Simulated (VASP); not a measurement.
Here is a VASP 6.6.1 calculation.

Contents of INCAR:

```
  PREC = Accurate
  ENCUT = 520
  EDIFF = 1E-6
  ISMEAR = -1
  SIGMA = 0.05
  LREAL = False
  LASPH = True
  NELM = 100
  ALGO = Normal
  ISIF = 2
  LWAVE = False
  LCHARG = True
  GGA = PE
  LELF = True
  LVHAR = True
  NBANDS = 31
```

KPOINTS

```
Automatic mesh
0
Gamma
  6 4 4
```

File POSCAR:

```
HPbNO4
1.0
    4.2175284574     -0.0003945939      0.0062740435
   -2.0558245203      5.1373663720     -0.0484068106
   -2.0950668868     -1.8405242062      4.8484841545
H Pb N O
1 1 1 4
Direct
    0.9907300000      0.0333000000      0.9099400000
    0.5027400000      0.8198900000      0.1428700000
    0.0083800000      0.4740800000      0.5026500000
    0.9981600000      0.9274100000      0.0287700000
    0.1946700000      0.7343500000      0.6085200000
    0.8167300000      0.3588200000      0.2455600000
    0.0138100000      0.3312100000      0.6521700000
```

Potentials or basis: VASP PAW PBE potentials, release 64 (H, Pb_d, N, O).

The run is started by

```console
$ cat potpaw_PBE.64/H/POTCAR potpaw_PBE.64/Pb_d/POTCAR potpaw_PBE.64/N/POTCAR potpaw_PBE.64/O/POTCAR > POTCAR
$ mpirun -np 1 vasp_std > vasp.out
```

**Question.** What does it give for the largest force?

**Answer.** 1.584 eV/Å.

**Question.** Predict the pressure.

**Answer.** 4.5 GPa.

**Question.** Estimate the band gap on the k mesh.

**Answer.** 2.90 eV (least direct gap 3.23 eV).

Stress tensor (GPa, compression positive):
```
 1.68  0.06  0.12
 0.06  6.05 -0.64
 0.12 -0.64  5.75
```

Caveat: the standard files for N, O and F lose accuracy on very short bonds; the cell stands under pressure; spin-orbit coupling is left out, which moves the levels of the heavy elements; forces of over 1 eV/Å act on the atoms, so gaps and moduli don't describe the material at rest. A k mesh can miss the band edges.
